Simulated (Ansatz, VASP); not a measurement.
## Ta4O: VASP beside Ansatz

```
Ta O
1.0
     3.17627    0.00000    0.00000
     0.00000    3.17627    0.00000
     0.00000    0.00000    7.29779
Ta O
4 1
Direct
  0.00000 0.00000 0.50000
  0.50000 0.50000 0.78282
  0.50000 0.50000 0.21718
  0.00000 0.00000 0.00000
  0.50000 0.50000 0.50000
```

Alike in both runs: functional PBEsol; dispersion D3(BJ); k mesh 12 × 12 × 6; occupations gaussian, width 0.1 eV; no spin polarisation.

Ansatz relaxed the structure, and its values are those at the end. VASP's run is a single point on that final structure, the one shown.

```csv
,VASP,Ansatz
version,VASP 6.6.1,Ansatz 0.2.0
potentials or method,"VASP PAW PBE potentials, release 64 (Ta_pv, O), cutoff 520 eV","scalar-relativistic, plane waves, PAW"
valence electrons in the cell,50,58
```

Ansatz gave:

| Property | Result |
| --- | --- |
| gap on the k mesh at the Fermi level (eV) | none |
| pressure (GPa) | 0.0 |
| rms of the force components (eV/Å) | 0.000 |

What did VASP give for the same quantities?

gap on the k mesh at the Fermi level (eV): none; pressure (GPa): 0.5; rms of the force components (eV/Å): 0.014.

VASP's potentials were made for PBE, not for PBEsol. A gap of «none» marks a metal or a gap that the smearing closes. VASP's potentials hold 50 valence electrons a cell and Ansatz's 58, so a difference there can come from the potentials and not from the codes.

Neither program's run includes spin-orbit coupling.
